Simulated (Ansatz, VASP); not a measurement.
**One calculation of YCl2, two programs**

```xyz
6
Lattice="6.3007 0.0000 0.0000 0.0000 6.4926 0.0000 0.0000 0.0000 4.2409" Properties=species:S:1:pos:R:3 pbc="T T T"
Y     0.0000    0.0000    0.0000
Y     3.1504    3.2463    2.1204
Cl    1.7327    2.1101    0.0000
Cl    4.5680    4.3825    0.0000
Cl    4.8831    1.1362    2.1204
Cl    1.4177    5.3564    2.1204
```

Alike in both runs: task single point; functional PBE; k mesh 6 × 5 × 8; no spin polarisation.

|  | VASP | Ansatz |
| --- | --- | --- |
| version | VASP 6.6.1 | Ansatz 0.2.0 |
| potentials or method | VASP PAW PBE potentials, release 64 (Y_sv, Cl), cutoff 520 eV | PAW plane waves |
| occupations | fermi-dirac, width 0.1 eV | fermi-dirac |
| valence electrons in the cell | 50 | 50 |

Ansatz gave:

| Property | Result |
| --- | --- |
| pressure (GPa) | -1.8 |
| traceless stress, the component that is largest in VASP (GPa) | -2.62 |
| rms of the force components (eV/Å) | 0.016 |

Question: Which values does VASP return?

Answer: Pressure (GPa): -1.8; traceless stress, the component that is largest in VASP (GPa): -2.60; rms of the force components (eV/Å): 0.016.

Atom by atom the forces differ by 0.001 eV/Å (rms over components).
